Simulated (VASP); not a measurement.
# Rh (Fm-3m) in VASP: a series of runs

The runs below take Rh through single point, with BLYP.

Program: VASP 6.6.1. These are calculated values, not measurements. Logs are shortened: lines on timing, memory, paths and dates and some standing lists are left out, and cuts for length are marked.

### Step 1. The cell of the first run

Symmetry: Fm-3m, No. 225, cubic system. Conventional cell: a = 3.899 Å, b = 3.899 Å, c = 3.899 Å, α = 90.00°, β = 90.00°, γ = 90.00°. Within 3.6 Å of Rh (site symmetry m-3m) lie 12 Rh at 2.76 Å.

### Step 2. Single point, BLYP, collinear spin, ferromagnetic start

File INCAR:

```
  PREC = Accurate
  ENCUT = 520
  EDIFF = 1E-7
  ISMEAR = -1
  SIGMA = 0.05
  LREAL = False
  LASPH = True
  NELM = 150
  ALGO = Normal
  ISIF = 2
  LWAVE = False
  LCHARG = False
  ISPIN = 2
  MAGMOM = 1
  LORBIT = 11
  LMAXMIX = 4
  GGA = B5
  ALDAX = 1.0
  AGGAX = 1.0
  AGGAC = 1.0
  ALDAC = 0.0
  NBANDS = 18
```

File KPOINTS:

```
Automatic mesh
0
Gamma
  23 23 23
```

File POSCAR:

```
Rh
1.0
    0.0000000000      1.9497196818      1.9497196818
    1.9497196818      0.0000000000      1.9497196818
    1.9497196818      1.9497196818      0.0000000000
Rh
1
Direct
    0.0000000000      0.0000000000      0.0000000000
```

Potentials or basis: VASP PAW PBE potentials, release 64 (Rh_pv).

Run with:

```
$ cat potpaw_PBE.64/Rh_pv/POTCAR > POTCAR
$ mpirun -np 1 vasp_std > vasp.out
```

OUTCAR:

```text
PREC = Accurate
   ENCUT = 520
   EDIFF = 1E-7
   ISMEAR = -1
   LREAL = False
   LASPH = True
   NELM = 150
   ISIF = 2
   ISPIN = 2
   LORBIT = 11
   GGA = B5

 ion  position               nearest neighbor table
   1  0.000  0.000  0.000-

  LATTYP: Found a face centered cubic cell.
 ALAT       =     3.8994393636

  Lattice vectors:

 A1 = (   0.0000000000,   1.9497196818,   1.9497196818)
 A2 = (   1.9497196818,   0.0000000000,   1.9497196818)
 A3 = (   1.9497196818,   1.9497196818,   0.0000000000)

Analysis of symmetry for initial positions (statically):
=====================================================================
 Subroutine PRICEL returns:
 Original cell was already a primitive cell.

 Routine SETGRP: Setting up the symmetry group for a
 face centered cubic supercell.

 Subroutine GETGRP returns: Found 48 space group operations
 (whereof 48 operations were pure point group operations)
 out of a pool of 48 trial point group operations.

The static configuration has the point symmetry O_h .

Analysis of symmetry for dynamics (positions and initial velocities):
=====================================================================
 Subroutine PRICEL returns:
 Original cell was already a primitive cell.

 Routine SETGRP: Setting up the symmetry group for a
 face centered cubic supercell.

 Subroutine GETGRP returns: Found 48 space group operations
 (whereof 48 operations were pure point group operations)
 out of a pool of 48 trial point group operations.

The dynamic configuration has the point symmetry O_h .

Analysis of structural, dynamic, and magnetic symmetry:
=====================================================================
 Subroutine PRICEL returns:
 Original cell was already a primitive cell.

 Routine SETGRP: Setting up the symmetry group for a
 face centered cubic supercell.

 Subroutine GETGRP returns: Found 48 space group operations
 (whereof 48 operations were pure point group operations)
 out of a pool of 48 trial point group operations.

The overall configuration has the point symmetry O_h .

 Subroutine INISYM returns: Found 48 space group operations
 (whereof 48 operations are pure point group operations),
 and found     1 'primitive' translations

----------------------------------------------------------------------------------------

                                     Primitive cell

  volume of cell :      14.8234

  direct lattice vectors                    reciprocal lattice vectors
     0.000000000  1.949719682  1.949719682    -0.256447121  0.256447121  0.256447121
     1.949719682  0.000000000  1.949719682     0.256447121 -0.256447121  0.256447121
     1.949719682  1.949719682  0.000000000     0.256447121  0.256447121 -0.256447121

  length of vectors
     2.757320017  2.757320017  2.757320017     0.444179444  0.444179444  0.444179444

  position of ions in fractional coordinates (direct lattice)
     0.000000000  0.000000000  0.000000000

  ion indices of the primitive-cell ions
   primitive index   ion index
                 1           1

----------------------------------------------------------------------------------------

 KPOINTS: Automatic mesh

Automatic generation of k-mesh.
 Grid dimensions read from file:
 generate k-points for:   23   23   23

 Generating k-lattice:

  Cartesian coordinates                     Fractional coordinates (reciprocal lattice)
    -0.011149875  0.011149875  0.011149875     0.043478261  0.000000000  0.000000000
     0.011149875 -0.011149875  0.011149875     0.000000000  0.043478261  0.000000000
     0.011149875  0.011149875 -0.011149875     0.000000000  0.000000000  0.043478261

  Length of vectors
     0.019312150  0.019312150  0.019312150

  Shift w.r.t. Gamma in fractional coordinates (k-lattice)
     0.000000000  0.000000000  0.000000000

 Subroutine IBZKPT returns following result:
 ===========================================

 Found    364 irreducible k-points:

 Following reciprocal coordinates:
            Coordinates               Weight
  0.000000  0.000000  0.000000      1.000000
  0.043478  0.000000  0.000000      8.000000
  0.086957  0.000000  0.000000      8.000000
  0.130435  0.000000  0.000000      8.000000
  0.173913  0.000000  0.000000      8.000000
  0.217391  0.000000  0.000000      8.000000
[... 16 lines left out ...]
  0.478261  0.043478  0.000000     24.000000
 -0.478261  0.043478  0.000000     24.000000
 [... further k-points ...]
   k-points           NKPTS =    364   k-points in BZ     NKDIM =    364   number of bands    NBANDS=     18
   number of dos      NEDOS =    301   number of ions     NIONS =      1
   total plane-waves  NPLWV =  13824
   dimension x,y,z NGX =    24 NGY =   24 NGZ =   24
   dimension x,y,z NGXF=    48 NGYF=   48 NGZF=   48
   ions per type =               1
   NGX,Y,Z   is equivalent  to a cutoff of  14.47, 14.47, 14.47 a.u.
   NGXF,Y,Z  is equivalent  to a cutoff of  28.94, 28.94, 28.94 a.u.
 SYSTEM =  unknown system
   PREC   = accura    normal or accurate (medium, high low for compatibility)
   ISTART =      0    job   : 0-new  1-cont  2-samecut
   ICHARG =      2    charge: 1-file 2-atom 10-const
   ISPIN  =      2    spin polarized calculation?
   LNONCOLLINEAR =      F non collinear calculations
   LSORBIT =      F    spin-orbit coupling
   LASPH  =      T    aspherical Exc in radial PAW
   ENCUT  =  520.0 eV  38.22 Ry    6.18 a.u.   5.13  5.13  5.13*2*pi/ulx,y,z
   NELM   =    150;   NELMIN=  2; NELMDL= -5     # of ELM steps
   EDIFF  = 0.1E-06   stopping-criterion for ELM
   LREAL  =      F    real-space projection
   EDIFFG = 0.1E-05   stopping-criterion for IOM
   NSW    =      0    number of steps for IOM
   IBRION =     -1    ionic relax: 0-MD 1-quasi-New 2-CG
   NFREE  =      0    steps in history (QN), initial steepest desc. (CG)
   ISIF   =      2    stress and relaxation
   ISYM   =      2    0-nonsym 1-usesym 2-fastsym
   POTIM  = 0.5000    time-step for ionic-motion
   TEBEG  =    0.0;   TEEND  =   0.0 temperature during run
   PSTRESS=    0.0 pullay stress
   NELECT =      15.0000    total number of electrons
   NUPDOWN=      -1.0000    fix difference up-down
   EMIN   =  10.00;   EMAX   =-10.00  energy-range for DOS
   EFERMI =   0.00;   METHOD = LEGACY
   ISMEAR =    -1;   SIGMA  =   0.05  broadening in eV -4-tet -1-fermi 0-gaus
   EFERMI_NEDOS =   21; number of points for ismear=-14 and -15
   IALGO  =     38    algorithm
   IMIX   =      4    mixing-type and parameters
     AMIX     =   0.40;   BMIX     =  1.00
     AMIX_MAG =   1.60;   BMIX_MAG =  1.00
  volume/ion in A,a.u.               =      14.82       100.03
  Fermi-wavevector in a.u.,A,eV,Ry     =   1.643576  3.105908 36.753982  2.701341
  Thomas-Fermi vector in A             =   2.733687
   LORBIT       =     11    0 simple, 1 ext, 2 COOP (PROOUT), +10 PAW based schemes
   GGA     = B5    functional components
   LHFCALC =     F    Hartree Fock is set to
   AEXX    =    0.0000 exact exchange contribution
   IVDW    =     0    specifies the selected vdW correction
   LEPSILON=     F    determine dielectric tensor
   LRPA    =     F    only Hartree local field effects (RPA)
 spin polarized calculation
  energy-cutoff  :      520.00
  volume of cell :       14.82
 maximum number of plane-waves:       415
 NGX is ok and might be reduce to    24
   NGX = 11   NGY = 11   NGZ = 11

 number of electron      15.0000000 magnetization      -0.0137665

 number of electron      15.0000000 magnetization       0.0001614

 Free energy of the ion-electron system (eV)
  ---------------------------------------------------
  ext. energy  EPLUGINS =         0.00000000
  ---------------------------------------------------
  free energy    TOTEN  =        -6.16655735 eV

  energy without entropy =       -6.15452504  energy(sigma->0) =       -6.16054119

 E-fermi :  11.0876     XC(G=0): -12.9131

 val. band max:       11.0799868720   @ k =  -0.4783   0.2609   0.1304
 cond. band min:      11.0889372317   @ k =   0.3913   0.2174   0.0435
 fundamental gap:      0.0089503596
 Fermi energy:        11.0875694722

 spin component 1

 k-point     1 :       0.0000    0.0000    0.0000
  band No.  band energies     occupation
      1     -34.9744      1.00000
      2     -34.9744      1.00000
      3     -34.9744      1.00000
      4       3.8761      1.00000
      5       8.3489      1.00000
      6       8.3489      1.00000
[... 10 lines left out ...]
     17      42.1634      0.00000
     18      42.1634      0.00000

 k-point     2 :       0.0435    0.0000    0.0000
  band No.  band energies     occupation
      1     -34.9853      1.00000
      2     -34.9759      1.00000
      3     -34.9759      1.00000
      4       3.9477      1.00000
      5       8.3199      1.00000
      6       8.3761      1.00000
[... 10 lines left out ...]
     17      41.9396      0.00000
     18      41.9396      0.00000

 k-point     3 :       0.0870    0.0000    0.0000
  band No.  band energies     occupation
      1     -35.0171      1.00000
      2     -34.9803      1.00000
      3     -34.9803      1.00000
      4       4.1573      1.00000
      5       8.2420      1.00000
      6       8.4517      1.00000
[... 10 lines left out ...]
     17      41.2801      0.00000
     18      41.2801      0.00000

 k-point     4 :       0.1304    0.0000    0.0000
  band No.  band energies     occupation
      1     -35.0672      1.00000
      2     -34.9872      1.00000
      3     -34.9872      1.00000
      4       4.4869      1.00000
      5       8.1428      1.00000
      6       8.5550      1.00000
[... 375 lines left out ...]
      4       5.7421      1.00000
      5       8.2944      1.00000
      6       8.3996      1.00000
[... 10 lines left out ...]
     17      40.9315      0.00000
     18      46.8535      0.00000

 k-point    23 :       0.4783    0.0435    0.0000
  band No.  band energies     occupation
      1     -35.5343      1.00000
      2     -35.0596      1.00000
      3     -35.0574      1.00000
      4       5.7025      1.00000
      5       8.2504      1.00000
      6       8.3472      1.00000
[... 10 lines left out ...]
     17      42.0194      0.00000
     18      47.4964      0.00000

 k-point    24 :      -0.4783    0.0435    0.0000
  band No.  band energies     occupation
      1     -35.5410      1.00000
      2     -35.0625      1.00000
      3     -35.0564      1.00000
      4       5.6921      1.00000
      5       8.2440      1.00000
      6       8.3286      1.00000
[... 10 lines left out ...]
     17      42.3822      0.00000
     18      48.1359      0.00000

 [... further k-points ...]

 spin component 2

 k-point     1 :       0.0000    0.0000    0.0000
  band No.  band energies     occupation
      1     -34.9742      1.00000
      2     -34.9742      1.00000
      3     -34.9742      1.00000
      4       3.8761      1.00000
      5       8.3490      1.00000
      6       8.3490      1.00000
[... 10 lines left out ...]
     17      42.1635      0.00000
     18      42.1635      0.00000

 k-point     2 :       0.0435    0.0000    0.0000
  band No.  band energies     occupation
      1     -34.9851      1.00000
      2     -34.9757      1.00000
      3     -34.9757      1.00000
      4       3.9477      1.00000
      5       8.3200      1.00000
      6       8.3762      1.00000
[... 10 lines left out ...]
     17      41.9397      0.00000
     18      41.9397      0.00000

 k-point     3 :       0.0870    0.0000    0.0000
  band No.  band energies     occupation
      1     -35.0169      1.00000
      2     -34.9801      1.00000
      3     -34.9801      1.00000
      4       4.1573      1.00000
      5       8.2421      1.00000
      6       8.4517      1.00000
[... 10 lines left out ...]
     17      41.2802      0.00000
     18      41.2802      0.00000

 k-point     4 :       0.1304    0.0000    0.0000
  band No.  band energies     occupation
      1     -35.0670      1.00000
      2     -34.9871      1.00000
      3     -34.9871      1.00000
      4       4.4869      1.00000
      5       8.1429      1.00000
      6       8.5551      1.00000
[... 375 lines left out ...]
      4       5.7422      1.00000
      5       8.2945      1.00000
      6       8.3997      1.00000
[... 10 lines left out ...]
     17      40.9315      0.00000
     18      46.8535      0.00000

 k-point    23 :       0.4783    0.0435    0.0000
  band No.  band energies     occupation
      1     -35.5341      1.00000
      2     -35.0594      1.00000
      3     -35.0572      1.00000
      4       5.7025      1.00000
      5       8.2505      1.00000
      6       8.3473      1.00000
[... 10 lines left out ...]
     17      42.0194      0.00000
     18      47.4964      0.00000

 k-point    24 :      -0.4783    0.0435    0.0000
  band No.  band energies     occupation
      1     -35.5408      1.00000
      2     -35.0623      1.00000
      3     -35.0562      1.00000
      4       5.6921      1.00000
      5       8.2441      1.00000
      6       8.3287      1.00000
[... 10 lines left out ...]
     17      42.3823      0.00000
     18      48.1339      0.00000

 [... further k-points ...]

------------------------ aborting loop because EDIFF is reached ----------------------------------------

  FORCE on cell =-STRESS in cart. coord.  units (eV):
  Direction    XX          YY          ZZ          XY          YZ          ZX
  --------------------------------------------------------------------------------------
  -------------------------------------------------------------------------------------
  Total        0.0432849      0.0432849      0.0432849      0.0000000     -0.0000000      0.0000000
  in kB        4.6784354      4.6784354      4.6784354      0.0000000     -0.0000000      0.0000000
  external PRESSURE =       4.6784354 kB  Pullay stress =       0.0000000 kB

 VOLUME and BASIS-vectors are now :
 -----------------------------------------------------------------------------
  energy-cutoff  :      520.00
  volume of cell :       14.82
      direct lattice vectors                 reciprocal lattice vectors
     0.000000000  1.949719682  1.949719682    -0.256447121  0.256447121  0.256447121
     1.949719682  0.000000000  1.949719682     0.256447121 -0.256447121  0.256447121
     1.949719682  1.949719682  0.000000000     0.256447121  0.256447121 -0.256447121

 POSITION                                       TOTAL-FORCE (eV/Angst)
 -----------------------------------------------------------------------------------
      0.00000      0.00000      0.00000         0.000000      0.000000      0.000000
 -----------------------------------------------------------------------------------
    total drift:                               -0.000000      0.000000      0.000000

  FREE ENERGIE OF THE ION-ELECTRON SYSTEM (eV)
  ---------------------------------------------------
  free  energy   TOTEN  =        -6.1665573506 eV

  energy  without entropy=       -6.1545250362  energy(sigma->0) =       -6.16054119

 total charge

# of ion       s       p       d       tot
------------------------------------------
    1        0.373   6.247   7.088  13.708

 magnetization (x)

# of ion       s       p       d       tot
------------------------------------------
    1       -0.000  -0.000   0.000   0.000
```

It took 1.7 min on 1 thread of Intel Xeon 6975P-C, shared host; peak memory 0.26 GiB.

Results:

| Property | Result |
| --- | --- |
| Free energy | -6.1666 eV |
| Pressure | 0.5 GPa |
| Net moment | 0.00 μB per cell |
| Valence electrons inside the program's atomic spheres | Rh 13.71 |

Caveat: the PAW data sets were made with another functional, which shifts forces and pressure a little.

### Step 3. Single point, BLYP, collinear spin, ferromagnetic start (volume scaled by 1.04)

File INCAR:

```
PREC = Accurate
ENCUT = 520
EDIFF = 1E-6
ISMEAR = -1
SIGMA = 0.05
LREAL = F
LASPH = T
NELM = 150
ALGO = Normal
ISIF = 2
LWAVE = F
LCHARG = F
ISPIN = 2
MAGMOM = 1
LORBIT = 11
LMAXMIX = 4
GGA = B5
ALDAX = 1.0
AGGAX = 1.0
AGGAC = 1.0
ALDAC = 0.0
NBANDS = 18
```

File KPOINTS:

```
regular mesh
0
Gamma
  23 23 23
```

File POSCAR:

```
Rh
1.0
    0.0000000000      1.9753768305      1.9753768305
    1.9753768305      0.0000000000      1.9753768305
    1.9753768305      1.9753768305      0.0000000000
Rh
1
Direct
    0.0000000000      0.0000000000      0.0000000000
```

Potentials or basis: VASP PAW PBE potentials, release 64 (Rh_pv).

Run with:

```
$ cat potpaw_PBE.64/Rh_pv/POTCAR > POTCAR
$ mpirun -np 1 vasp_std > vasp.out
```

It took 1.7 min on 1 thread of Intel Xeon 6975P-C, shared host; peak memory 0.26 GiB.

It converged, with:

- Free energy: -6.1540 eV
- Pressure: -7.2 GPa
- Net moment: 0.00 μB per cell
- Valence electrons inside the program's atomic spheres: Rh 13.65

Levels at points of the mesh, in eV from the Fermi level:
Spin up:
| k point | band 3 | band 4 | band 5 | band 6 | band 7 | band 8 | band 9 | band 10 | band 11 | band 12 |
| --- | --- | --- | --- | --- | --- | --- | --- | --- | --- | --- |
| (0.00, 0.00, 0.00) | -45.99 | -6.94 | -2.58 | -2.58 | -2.58 | -0.86 | -0.86 | 16.32 | 20.59 | 21.00 |
Spin down:
```tsv
k point	band 5	band 6	band 7	band 8	band 9	band 10
(0.00, 0.00, 0.00)	-2.58	-2.58	-2.58	-0.86	-0.86	16.32
```

Caveat: the PAW data sets were made with another functional, which shifts forces and pressure a little.

### Step 4. Single point, BLYP, collinear spin, ferromagnetic start (volume scaled by 1.08)

File INCAR:

```
SYSTEM = Rh
PREC = Accurate
ENCUT = 520
EDIFF = 1E-6
ISMEAR = -1
SIGMA = 0.05
LREAL = .FALSE.
LASPH = .TRUE.
NELM = 150
ALGO = Normal
ISIF = 2
LWAVE = .FALSE.
LCHARG = .FALSE.
ISPIN = 2
MAGMOM = 1
LORBIT = 11
LMAXMIX = 4
GGA = B5
ALDAX = 1.0
AGGAX = 1.0
AGGAC = 1.0
ALDAC = 0.0
NBANDS = 18
```

File KPOINTS:

```
Automatic mesh
0
G
  23 23 23
  0 0 0
```

File POSCAR:

```
Rh
1.0
    0.0000000000      2.0003842552      2.0003842552
    2.0003842552      0.0000000000      2.0003842552
    2.0003842552      2.0003842552      0.0000000000
Rh
1
Direct
    0.0000000000      0.0000000000      0.0000000000
```

Run with:

```
$ cat potpaw_PBE.64/Rh_pv/POTCAR > POTCAR
$ mpirun -np 1 vasp_std > vasp.out
```

Wall time 85 s (1 thread of Intel Xeon 6975P-C, shared host); peak memory 0.27 GiB.

It converged, with:

```
Free energy                                           : -6.1165 eV
Pressure                                              : -13.1 GPa
Net moment                                            : 0.00 μB per cell
Valence electrons inside the program's atomic spheres : Rh 13.61
```

Levels at points of the mesh, in eV from the Fermi level:
Spin up:
```
           k point  band 3  band 4  band 5  band 6  band 7  band 8  band 9  band 10  band 11  band 12
(0.00, 0.00, 0.00)  -45.93   -6.69   -2.43   -2.43   -2.43   -0.81   -0.81    16.30    20.70    20.77
```
Spin down:
| k point | band 4 | band 5 | band 6 | band 7 | band 8 | band 9 | band 10 | band 11 |
| --- | --- | --- | --- | --- | --- | --- | --- | --- |
| (0.00, 0.00, 0.00) | -6.69 | -2.43 | -2.43 | -2.43 | -0.81 | -0.81 | 16.30 | 20.70 |

Caveat: the PAW data sets were made with another functional, which shifts forces and pressure a little.

(Part 1 of 2 ends here.)
